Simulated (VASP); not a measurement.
Input of a VASP 6.6.1 run:

The input INCAR:

```
SYSTEM = Se
ALGO = Normal
EDIFF = 1E-8
ENCUT = 400
GGA = PS
GGA_COMPAT = .False.
ISIF = 2
ISMEAR = -1
LASPH = .True.
LCHARG = .False.
LEFG = .True.
LREAL = .False.
LWAVE = .False.
NBANDS = 16
NELM = 120
PREC = Accurate
SIGMA = 0.02
```

The input KPOINTS:

```
k-points
0
Gamma
  8 8 6
  0 0 0
```

The input POSCAR:

```
Se
1.0
    4.3551696776     -0.0217758484     -0.0217758484
   -2.1964432767      3.7825755028     -0.0079705137
   -0.0247472500     -0.0247472500      4.9494500000
Se
3
Direct
    0.2170000000      0.0000000000      0.1666666667
    0.0000000000      0.2170000000      0.8333333333
    0.7830000000      0.7830000000      0.5000000000
```

Potentials or basis: VASP PAW PBE potentials, release 64 (Se).

Command:

```console
$ cat potpaw_PBE.64/Se/POTCAR > POTCAR
$ mpirun -np 1 vasp_std > vasp.out
```

(1) What does it give for the pressure?

(2) What does it give for the band gap on the k mesh?

(3) Predict the largest force.

Results:

(1) 3.1 GPa.

(2) 1.03 eV, indirect (least direct gap 1.11 eV).

(3) 1.126 eV/Å.

Caveat: the cell differs from its parent crystal (equal xy, yz and zx shear strains of -1 %); without QUAD_EFG the Cq values of the log hold for a quadrupole moment of 1 mb, not for the nuclei; the PAW data sets were made with another functional, which shifts forces and pressure a little.
